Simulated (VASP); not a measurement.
Input of a VASP 6.6.1 run:

The input POSCAR:

```
ZrSi2
1.0
    1.8280854019     -7.2938103273      0.0000000000
    1.8280854019      7.2938103273      0.0000000000
    0.0000000000      0.0000000000      3.6422715840
Zr Si
2 4
Direct
    0.8942606324      0.1057393676      0.7500000000
    0.1057393676      0.8942606324      0.2500000000
    0.5531259598      0.4468740402      0.7500000000
    0.4468740402      0.5531259598      0.2500000000
    0.2502609969      0.7497390031      0.7500000000
    0.7497390031      0.2502609969      0.2500000000
```

Contents of INCAR.step1:

```
  ALGO = Normal
  EDIFF = 1E-5
  ENCUT = 550
  GGA = PE
  GGA_COMPAT = F
  ISMEAR = 0
  LASPH = T
  LCHARG = F
  LREAL = F
  LWAVE = T
  NBANDS = 29
  NELM = 120
  PREC = Accurate
  SIGMA = 0.1
```

The input INCAR.step2:

```
  ALGO = Normal
  EDIFF = 1E-6
  ENCUT = 550
  GGA_COMPAT = F
  ISIF = 2
  ISMEAR = 0
  ISTART = 1
  LASPH = T
  LCHARG = F
  LMIXTAU = T
  LREAL = F
  LWAVE = F
  METAGGA = R2SCAN
  NBANDS = 29
  NELM = 120
  PREC = Accurate
  SIGMA = 0.1
```

KPOINTS

```
k-points
0
Gamma
  6 6 6
```

Potentials or basis: VASP PAW PBE potentials, release 64 (Zr_sv, Si).

Run with:

```bash
$ cat potpaw_PBE.64/Zr_sv/POTCAR potpaw_PBE.64/Si/POTCAR > POTCAR
$ cp INCAR.step1 INCAR
$ mpirun -np 1 vasp_std > vasp.out
$ cp INCAR.step2 INCAR
$ mpirun -np 1 vasp_std > vasp.out
```

(1) Predict the largest force.

(2) Predict the band gap on the k mesh.

(3) Estimate the pressure.

Results:

(1) 0.178 eV/Å.

(2) zero (bands 20 and 21 overlap by 1.12 eV).

(3) 4.6 GPa.

Caveat: the cell stands under pressure; the PAW data sets were made with another functional, which shifts forces and pressure a little.
